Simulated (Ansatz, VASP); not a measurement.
# KZnF3 in VASP and in Ansatz

Contents of INCAR:

```
PREC = Accurate ; ENCUT = 520
EDIFF = 1E-6 ; ISMEAR = 0
SIGMA = 0.05 ; LREAL = False
LASPH = True ; NELM = 80
ALGO = Normal ; ISIF = 2
LWAVE = False ; LCHARG = True
GGA = CA ; LELF = True
LVHAR = True ; NBANDS = 29
```

The input KPOINTS:

```
Automatic mesh
0
Gamma
  6 6 6
```

The input POSCAR:

```
KZnF3
1.0
    3.9233536899      0.0000000000      0.0000000000
    0.0000000000      3.9233536899      0.0000000000
    0.0000000000      0.0000000000      4.3156890589
K Zn F
1 1 3
Direct
    0.0000000000      0.0000000000      0.0000000000
    0.5000000000      0.5000000000      0.5000000000
    0.5000000000      0.5000000000      0.0000000000
    0.0000000000      0.5000000000      0.5000000000
    0.5000000000      0.0000000000      0.5000000000
```

Input for Ansatz:

```yaml
crystal:
  lattice:
    - [3.9233536899, 0.0, 0.0]
    - [0.0, 3.9233536899, 0.0]
    - [0.0, 0.0, 4.3156890589]
  atoms:
    - { symbol: K, position: [0.0, 0.0, 0.0] }
    - { symbol: Zn, position: [0.5, 0.5, 0.5] }
    - { symbol: F, position: [0.5, 0.5, 0.0] }
    - { symbol: F, position: [0.0, 0.5, 0.5] }
    - { symbol: F, position: [0.5, 0.0, 0.5] }
basis:
  ecutwfc: 420
kpoints:
  mp_grid: { grid: [6, 6, 6] }
hamiltonian:
  xc: lda
scf:
  occupations: { method: gaussian, width: 0.05 }
output:
  forces: true
  stress: true
  eigenvalues: true
```

Alike in both runs: task single point; functional LDA; k mesh 6 × 6 × 6; occupations gaussian, width 0.05 eV; no spin polarisation.

|  | VASP | Ansatz |
| --- | --- | --- |
| version | VASP 6.6.1 | Ansatz 0.2.0 |
| potentials or method | VASP PAW LDA potentials, release 64 (K_sv, Zn, F), cutoff 520 eV | scalar-relativistic, plane waves, PAW |
| valence electrons in the cell | 42 | 42 |

Ansatz gave:

```
gap on the k mesh at the Fermi level (eV)                     : 3.38
least direct gap on the mesh (eV)                             : 5.30
pressure (GPa)                                                : -3.8
traceless stress, the component that is largest in VASP (GPa) : -4.35
```

Q: What did VASP give for the same quantities?

A: gap on the k mesh at the Fermi level (eV): 3.34; least direct gap on the mesh (eV): 5.28; pressure (GPa): -3.3; traceless stress, the component that is largest in VASP (GPa): -4.61.

LDA's correlation is that of Perdew and Zunger in VASP and of Perdew and Wang (1992) in Ansatz.
